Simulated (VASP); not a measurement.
Wanted: the native input for a VASP 6.6.1 run.

| Quantity | Value |
| --- | --- |
| Task | single point |
| Functional | r2SCAN |
| Potentials or basis | VASP PAW PBE potentials, release 64 (Al, O) |
| Cutoff | 520 eV |
| k mesh | 2 × 6 × 4 |
| Occupations | gaussian, width 0.1 eV |
| Spin | collinear spin, ferromagnetic start |
| Starting moments | [0.0, 0.0, 0.0, 0.0, 1.0, 1.0, 1.0, 1.0, 1.0, 1.0, 1.0, 1.0] μB |
| Dipole correction | no |
| Further INCAR settings | ALGO = Normal; EDIFF = 1e-07; NBANDS = 46 |

Crystal: AlO2.

```
CELL_PARAMETERS angstrom
9.44000 0.00000 0.00000
0.00000 2.84000 0.00000
0.00000 0.00000 4.42000
ATOMIC_POSITIONS crystal
Al 0.14600 0.25000 0.95200
Al 0.85400 0.75000 0.04800
Al 0.35400 0.75000 0.45200
Al 0.64600 0.25000 0.54800
O 0.80100 0.25000 0.28700
O 0.19900 0.75000 0.71300
O 0.69900 0.75000 0.78700
O 0.30100 0.25000 0.21300
O 0.94400 0.25000 0.80200
O 0.05600 0.75000 0.19800
O 0.55600 0.75000 0.30200
O 0.44400 0.25000 0.69800
```

The input as run:

POSCAR

```
AlO2
1.0
    9.4400000000      0.0000000000      0.0000000000
    0.0000000000      2.8400000000      0.0000000000
    0.0000000000      0.0000000000      4.4200000000
Al O
4 8
Direct
    0.1460000000      0.2500000000      0.9520000000
    0.8540000000      0.7500000000      0.0480000000
    0.3540000000      0.7500000000      0.4520000000
    0.6460000000      0.2500000000      0.5480000000
    0.8010000000      0.2500000000      0.2870000000
    0.1990000000      0.7500000000      0.7130000000
    0.6990000000      0.7500000000      0.7870000000
    0.3010000000      0.2500000000      0.2130000000
    0.9440000000      0.2500000000      0.8020000000
    0.0560000000      0.7500000000      0.1980000000
    0.5560000000      0.7500000000      0.3020000000
    0.4440000000      0.2500000000      0.6980000000
```

INCAR.step1

```
SYSTEM = AlO2
PREC     = Accurate       ! precision mode
ENCUT    = 520            ! plane-wave cutoff, eV
ISMEAR   = 0              ! smearing method
SIGMA    = 0.1            ! smearing width, eV
LREAL    = .FALSE.        ! projectors in reciprocal space
LASPH    = .TRUE.         ! aspherical terms in the spheres
NELM     = 150            ! most SCF steps
ISPIN    = 2              ! spin polarisation
MAGMOM   = 0 0 0 0 1 1 1 1 1 1 1 1 ! initial moments
NBANDS   = 46             ! bands
GGA      = PE             ! functional
ALGO     = Normal         ! electronic algorithm
EDIFF    = 1E-4           ! SCF threshold, eV
LWAVE    = .TRUE.         ! write WAVECAR
LCHARG   = .FALSE.        ! write CHGCAR
```

INCAR.step2

```
SYSTEM = AlO2
PREC     = Accurate       ! precision mode
ENCUT    = 520            ! plane-wave cutoff, eV
EDIFF    = 1E-7           ! SCF threshold, eV
ISMEAR   = 0              ! smearing method
SIGMA    = 0.1            ! smearing width, eV
LREAL    = .FALSE.        ! projectors in reciprocal space
LASPH    = .TRUE.         ! aspherical terms in the spheres
NELM     = 150            ! most SCF steps
ALGO     = Normal         ! electronic algorithm
ISIF     = 2              ! what is computed and relaxed
LWAVE    = .FALSE.        ! write WAVECAR
LCHARG   = .FALSE.        ! write CHGCAR
ISPIN    = 2              ! spin polarisation
MAGMOM   = 0 0 0 0 1 1 1 1 1 1 1 1 ! initial moments
LORBIT   = 11             ! projections on sites
METAGGA  = R2SCAN         ! meta-GGA
LMIXTAU  = .TRUE.       
NBANDS   = 46             ! bands
ISTART   = 1
```

KPOINTS

```
Automatic mesh
0
G
  2 6 4
  0 0 0
```

Potentials or basis: VASP PAW PBE potentials, release 64 (Al, O).

Launch:

```sh
$ cat potpaw_PBE.64/Al/POTCAR potpaw_PBE.64/O/POTCAR > POTCAR
$ cp INCAR.step1 INCAR
$ mpirun -np 1 vasp_std > vasp.out
$ cp INCAR.step2 INCAR
$ mpirun -np 1 vasp_std > vasp.out
```

Results of the run:

```yaml
Pressure: -6.2 GPa
Largest_force: 1.548 eV/Å
Band_gap_on_the_k_mesh: zero (filled and empty bands overlap)
Net_moment: 4.00 μB per cell
Site_moments: Al -0.02; O +0.26, +0.63 (each value once) μB
Valence_electrons_inside_the_program's_atomic_spheres: Al 0.70; O 5.14, 4.96 (each value once)
```

Caveat: the k points lie up to 0.37 Å⁻¹ apart; the PAW data sets were made with another functional, which shifts forces and pressure a little.

It took 7.9 min on 1 thread of Intel(R) Xeon(R) 6975P-C (Granite Rapids), with other jobs on the host, peak memory 0.41 GiB.
